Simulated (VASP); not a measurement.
# Si (I4_1/amd) in VASP: notebook

Runs on Si. Level: PBE. Tasks: single point.

Program: VASP 6.6.1. These are calculated values, not measurements. Logs are shortened: lines on timing, memory, paths and dates and some standing lists are left out, and cuts for length are marked.

## 1. The cell of the first run

The structure is tetragonal, space group I4_1/amd (No. 141). Conventional cell: a = 4.743 Å, b = 4.743 Å, c = 2.659 Å, α = 90.00°, β = 90.00°, γ = 90.00°. Si (site symmetry -4m2) has 10 Si at 2.46 to 3.10 Å within 3.3 Å.

## 2. Single point, PBE

Contents of INCAR:

```
ALGO = Normal ; EDIFF = 1E-6
ENCUT = 500 ; GGA = PE
GGA_COMPAT = False ; ISIF = 2
ISMEAR = -1 ; LASPH = True
LCHARG = False ; LREAL = False
LWAVE = False ; NBANDS = 11
NELM = 120 ; PREC = Accurate
SIGMA = 0.1
```

Contents of KPOINTS:

```
k-points
0
Gamma
  3 3 3
```

Contents of POSCAR:

```
Si
1.0
   -2.3713723000      2.3713723000      1.3292653900
    2.3713723000     -2.3713723000      1.3292653900
    2.3713723000      2.3713723000     -1.3292653900
Si
2
Direct
    0.2499999981      0.7499999981      0.5000000000
    0.5000000000      0.5000000000      0.0000000000
```

Potentials or basis: VASP PAW PBE potentials, release 64 (Si).

Run with:

```
cat potpaw_PBE.64/Si/POTCAR > POTCAR
mpirun -np 1 vasp_std > vasp.out
```

OUTCAR:

```text
EDIFF = 1E-6
   ENCUT = 500
   GGA = PE
   ISIF = 2
   ISMEAR = -1
   LASPH = True
   LREAL = False
   NELM = 120
   PREC = Accurate

 ion  position               nearest neighbor table
   1  0.250  0.750  0.500-   2 2.46   2 2.46   2 2.46   2 2.46   2 3.10   2 3.10   2 3.10   2 3.10

   2  0.500  0.500  0.000-   1 2.46   1 2.46   1 2.46   1 2.46   1 3.10   1 3.10   1 3.10   1 3.10

  LATTYP: Found a body centered tetragonal cell.
 ALAT       =     4.7427446000
 C/A-ratio  =     0.5605468994

  Lattice vectors:

 A1 = (  -2.3713723000,   2.3713723000,   1.3292653900)
 A2 = (   2.3713723000,  -2.3713723000,   1.3292653900)
 A3 = (   2.3713723000,   2.3713723000,  -1.3292653900)

Analysis of symmetry for initial positions (statically):
=====================================================================
 Subroutine PRICEL returns:
 Original cell was already a primitive cell.

 Routine SETGRP: Setting up the symmetry group for a
 body centered tetragonal supercell.

 Subroutine GETGRP returns: Found 16 space group operations
 (whereof  8 operations were pure point group operations)
 out of a pool of 16 trial point group operations.

The static configuration has the point symmetry D_2d.
 The point group associated with its full space group is D_4h.

Analysis of symmetry for dynamics (positions and initial velocities):
=====================================================================
 Subroutine PRICEL returns:
 Original cell was already a primitive cell.

 Routine SETGRP: Setting up the symmetry group for a
 body centered tetragonal supercell.

 Subroutine GETGRP returns: Found 16 space group operations
 (whereof  8 operations were pure point group operations)
 out of a pool of 16 trial point group operations.

The dynamic configuration has the point symmetry D_2d.
 The point group associated with its full space group is D_4h.

 Subroutine INISYM returns: Found 16 space group operations
 (whereof  8 operations are pure point group operations),
 and found     1 'primitive' translations

----------------------------------------------------------------------------------------

                                     Primitive cell

  volume of cell :      29.9000

  direct lattice vectors                    reciprocal lattice vectors
    -2.371372300  2.371372300  1.329265390     0.000000000  0.210848377  0.376147610
[... 72 lines left out ...]
   NFREE  =      0    steps in history (QN), initial steepest desc. (CG)
   ISIF   =      2    stress and relaxation
   ISYM   =      2    0-nonsym 1-usesym 2-fastsym
   POTIM  = 0.5000    time-step for ionic-motion
   TEBEG  =    0.0;   TEEND  =   0.0 temperature during run
   PSTRESS=    0.0 pullay stress
   NELECT =       8.0000    total number of electrons
   NUPDOWN=      -1.0000    fix difference up-down
   EMIN   =  10.00;   EMAX   =-10.00  energy-range for DOS
   EFERMI =   0.00;   METHOD = LEGACY
   ISMEAR =    -1;   SIGMA  =   0.10  broadening in eV -4-tet -1-fermi 0-gaus
   EFERMI_NEDOS =   21; number of points for ismear=-14 and -15
   IALGO  =     38    algorithm
   IMIX   =      4    mixing-type and parameters
     AMIX     =   0.40;   BMIX     =  1.00
     AMIX_MAG =   1.60;   BMIX_MAG =  1.00
  volume/ion in A,a.u.               =      14.95       100.89
  Fermi-wavevector in a.u.,A,eV,Ry     =   1.054908  1.993486 15.140973  1.112830
  Thomas-Fermi vector in A             =   2.190086
   LORBIT       =      0    0 simple, 1 ext, 2 COOP (PROOUT), +10 PAW based schemes
   GGA     = PE    functional components
   LHFCALC =     F    Hartree Fock is set to
   AEXX    =    0.0000 exact exchange contribution
   IVDW    =     0    specifies the selected vdW correction
   LEPSILON=     F    determine dielectric tensor
   LRPA    =     F    only Hartree local field effects (RPA)
 non-spin polarized calculation
  energy-cutoff  :      500.00
  volume of cell :       29.90
 maximum number of plane-waves:       777
 NGX is ok and might be reduce to    28
   NGX = 13   NGY = 13   NGZ = 13

 number of electron       8.0000000 magnetization

 Free energy of the ion-electron system (eV)
  ---------------------------------------------------
  ext. energy  EPLUGINS =         0.00000000
  ---------------------------------------------------
  free energy    TOTEN  =       -10.18026910 eV

  energy without entropy =      -10.14669477  energy(sigma->0) =      -10.16348194

 E-fermi :   9.2616     XC(G=0): -10.9805

 val. band max:        8.4734228892   @ k =   0.3333   0.3333   0.0000
 cond. band min:       9.3712705033   @ k =   0.3333   0.3333   0.0000
 fundamental gap:      0.8978476141
 Fermi energy:         9.2616063416

 k-point     1 :       0.0000    0.0000    0.0000
  band No.  band energies     occupation
      1      -4.5057      2.00000
      2       6.9541      2.00000
      3       6.9541      2.00000
      4       7.6599      2.00000
      5      10.9561      0.00000
      6      16.9208      0.00000
      7      18.5371      0.00000
      8      18.5476      0.00000
      9      18.5476      0.00000
     10      19.6585      0.00000
     11      20.1296      0.00000
[... 57 lines left out ...]
 k-point     6 :      -0.3333   -0.3333    0.3333
  band No.  band energies     occupation
      1       2.9740      2.00000
      2       3.3794      2.00000
      3       4.6264      2.00000
      4       4.6264      2.00000
      5       4.8685      2.00000
      6      15.8366      0.00000
      7      15.9557      0.00000
      8      15.9557      0.00000
      9      19.6353      0.00000
     10      24.9830      0.00000
     11      25.2174      0.00000

------------------------ aborting loop because EDIFF is reached ----------------------------------------

  FORCE on cell =-STRESS in cart. coord.  units (eV):
  Direction    XX          YY          ZZ          XY          YZ          ZX
  --------------------------------------------------------------------------------------
  -------------------------------------------------------------------------------------
  Total        0.2247522      0.2247522      0.6781473      0.0000000      0.0000000      0.0000000
  in kB       12.0432418     12.0432418     36.3382031      0.0000000      0.0000000      0.0000000
  external PRESSURE =      20.1415623 kB  Pullay stress =       0.0000000 kB

 VOLUME and BASIS-vectors are now :
 -----------------------------------------------------------------------------
  energy-cutoff  :      500.00
  volume of cell :       29.90
      direct lattice vectors                 reciprocal lattice vectors
    -2.371372300  2.371372300  1.329265390     0.000000000  0.210848377  0.376147610
     2.371372300 -2.371372300  1.329265390     0.210848377  0.000000000  0.376147610
     2.371372300  2.371372300 -1.329265390     0.210848377  0.210848377  0.000000000

 POSITION                                       TOTAL-FORCE (eV/Angst)
 -----------------------------------------------------------------------------------
      2.37137      0.00000      0.66463         0.000000      0.000000      0.000000
      0.00000      0.00000      1.32927        -0.000000     -0.000000     -0.000000
 -----------------------------------------------------------------------------------
    total drift:                               -0.000000      0.000000      0.000000

  FREE ENERGIE OF THE ION-ELECTRON SYSTEM (eV)
  ---------------------------------------------------
  free  energy   TOTEN  =       -10.1802691030 eV

  energy  without entropy=      -10.1466947699  energy(sigma->0) =      -10.16348194
```

Wall time 2.4 s (1 thread of Intel Xeon 6975P-C (Granite Rapids), shared host); peak memory 0.14 GiB.

Results:

- Free energy: -10.1803 eV
- Pressure: 2.0 GPa
- Band gap on the k mesh: zero (bands 4 and 5 overlap by 5.61 eV)

Levels at points of the mesh, in eV from the Fermi level:
```csv
k point,band 1,band 2,band 3,band 4,band 5,band 6,band 7,band 8
"(0.00, 0.00, 0.00)",-13.77,-2.31,-2.31,-1.60,1.69,7.66,9.28,9.29
```

Caveat: the k points lie up to 0.90 Å⁻¹ apart, too coarse for converged energies and pressures of a metal.

## 3. Single point, PBE

Contents of INCAR:

```
SYSTEM = Si
PREC     = Accurate       ! precision mode
ENCUT    = 500            ! plane-wave cutoff, eV
EDIFF    = 1E-6           ! SCF threshold, eV
ISMEAR   = -1             ! smearing method
SIGMA    = 0.1            ! smearing width, eV
LREAL    = .False.        ! projectors in reciprocal space
LASPH    = .True.         ! aspherical terms in the spheres
NELM     = 120            ! most SCF steps
ALGO     = Normal         ! electronic algorithm
ISIF     = 2              ! what is computed and relaxed
LWAVE    = .False.        ! write WAVECAR
LCHARG   = .False.        ! write CHGCAR
GGA      = PE             ! functional
NBANDS   = 11             ! bands
GGA_COMPAT= .False.
```

Contents of KPOINTS:

```
Automatic mesh
0
Gamma
  4 4 4
  0 0 0
```

POSCAR is that of step 2.

Potentials or basis: VASP PAW PBE potentials, release 64 (Si).

Run with:

```
cat potpaw_PBE.64/Si/POTCAR > POTCAR
mpirun -np 1 vasp_std > vasp.out
```

Wall time 3.1 s (1 thread of Intel Xeon 6975P-C (Granite Rapids), shared host); peak memory 0.14 GiB.

Results (log left out):

- Free energy: -10.2268 eV
- Pressure: 3.6 GPa
- Band gap on the k mesh: zero (bands 4 and 5 overlap by 2.80 eV)

Stress tensor (GPa, compression positive):
```
-0.57  0.00  0.00
 0.00 -0.57  0.00
 0.00  0.00 11.82
```

Levels at points of the mesh, in eV from the Fermi level:
| k point | band 1 | band 2 | band 3 | band 4 | band 5 | band 6 | band 7 | band 8 |
| --- | --- | --- | --- | --- | --- | --- | --- | --- |
| (0.00, 0.00, 0.00) | -14.09 | -2.63 | -2.63 | -1.92 | 1.37 | 7.33 | 8.96 | 8.96 |
| (0.50, 0.00, 0.00) | -7.95 | -7.08 | -2.28 | -2.03 | -1.67 | 0.87 | 4.42 | 5.34 |
| (0.50, 0.50, 0.00) | -10.92 | -10.92 | 0.22 | 0.22 | 2.58 | 2.58 | 7.97 | 7.97 |
| (0.50, 0.50, 0.50) | -8.44 | -8.44 | -7.05 | -7.05 | 5.34 | 5.34 | 13.16 | 13.16 |

Caveat: the k points lie up to 0.68 Å⁻¹ apart, too coarse for converged energies and pressures of a metal.

## 4. Single point, PBE

Contents of INCAR:

```
  PREC = Accurate
  ENCUT = 500
  EDIFF = 1E-6
  ISMEAR = -1
  SIGMA = 0.1
  LREAL = F
  LASPH = T
  NELM = 120
  ALGO = Normal
  ISIF = 2
  LWAVE = F
  LCHARG = T
  GGA = PE
  LELF = T
  LVHAR = T
  NBANDS = 11
  GGA_COMPAT = F
```

Contents of KPOINTS:

```
regular mesh
0
Gamma
  6 6 6
```

POSCAR is that of step 3.

Run with:

```
cat potpaw_PBE.64/Si/POTCAR > POTCAR
mpirun -np 1 vasp_std > vasp.out
```

It took 5.1 s on 1 thread of Intel Xeon 6975P-C (Granite Rapids), shared host; peak memory 0.15 GiB.

Results (log left out):

```yaml
Free_energy: -10.2178 eV
Pressure: 3.1 GPa
Band_gap_on_the_k_mesh: zero (bands 4 and 5 overlap by 6.88 eV)
```

Stress tensor (GPa, compression positive):
```
 6.18  0.00  0.00
 0.00  6.18  0.00
 0.00  0.00 -3.08
```

Levels at points of the mesh, in eV from the Fermi level:
```csv
k point,band 2,band 3,band 4,band 5,band 6,band 7
"(0.00, 0.00, 0.00)",-2.67,-2.67,-1.97,1.33,7.29,8.91
"(0.50, 0.00, 0.00)",-7.13,-2.34,-2.06,-1.72,0.82,4.38
"(0.50, 0.50, 0.00)",-10.97,0.18,0.18,2.53,2.53,7.92
"(0.50, 0.50, 0.50)",-8.49,-7.09,-7.09,5.29,5.29,13.12
```

Caveat: the k points lie up to 0.45 Å⁻¹ apart, too coarse for converged energies and pressures of a metal.

## 5. Overview

```tsv
k mesh	gap on the mesh (eV)	pressure (GPa)
3 × 3 × 3	none	2.0
4 × 4 × 4	none	3.6
6 × 6 × 6	none	3.1
```

Alike in all rows: task single point; level PBE; potentials or basis VASP PAW PBE potentials, release 64 (Si); no spin polarisation; cell as given; cutoff (eV) 500; smearing fermi-dirac 0.1 eV.

Caveats: all runs use coarse meshes.

Total energies depend on the potentials used, so only differences within one code and one set of settings carry meaning.
